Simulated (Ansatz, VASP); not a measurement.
This is a calculation of AlN for VASP 6.6.1.

File INCAR:

```
  PREC = Accurate
  ENCUT = 520
  EDIFF = 1E-6
  ISMEAR = 0
  SIGMA = 0.013000000000000001
  LREAL = F
  LASPH = T
  NELM = 60
  ALGO = Normal
  ISIF = 2
  LWAVE = F
  LCHARG = F
  GGA = PE
  NBANDS = 11
```

The input KPOINTS:

```
Automatic mesh
0
Gamma
  10 10 10
```

POSCAR

```
AlN
1.0
    0.0000000000      2.1839935596      2.1839935596
    2.1839935596      0.0000000000      2.1839935596
    2.1839935596      2.1839935596      0.0000000000
Al N
1 1
Direct
    0.0000000000      0.0000000000      0.0000000000
    0.2500000000      0.2500000000      0.2500000000
```

Potentials or basis: VASP PAW PBE potentials, release 64 (Al, N).

The run is started by

```bash
$ cat potpaw_PBE.64/Al/POTCAR potpaw_PBE.64/N/POTCAR > POTCAR
$ mpirun -np 1 vasp_std > vasp.out
```

Q: Set up the same calculation for Ansatz 0.2.0. Potentials there: Ansatz PAW.

A: As run (the cutoff follows the program's own potentials):

File input.yaml:

```yaml
crystal:
  lattice:
    - [0.0, 2.1839935596, 2.1839935596]
    - [2.1839935596, 0.0, 2.1839935596]
    - [2.1839935596, 2.1839935596, 0.0]
  atoms:
    - { symbol: Al, position: [0.0, 0.0, 0.0] }
    - { symbol: "N", position: [0.25, 0.25, 0.25] }
hamiltonian:
  xc: pbe
  pseudopotentials: { kind: paw }
kpoints:
  mp_grid: { grid: [10, 10, 10] }
scf:
  occupations: { method: gaussian, width: 0.013 }
output:
  forces: true
  stress: true
  eigenvalues: true
```

Potentials or basis: Ansatz PAW.

Run with:

```bash
$ ansatz run input.yaml --threads 2 --pin off --max-ram 5632MiB --backend cpu --events-out ev --progress --plain --runs-dir out
```

Both were run:

|  | VASP | Ansatz | Ansatz less VASP |
| --- | --- | --- | --- |
| gap on the k mesh at the Fermi level (eV) | 3.32 | 3.33 | +0.008 |
| least direct gap on the mesh (eV) | 4.20 | 4.19 | -0.010 |
| pressure (GPa) | 4.6 | 4.9 | +0.28 |
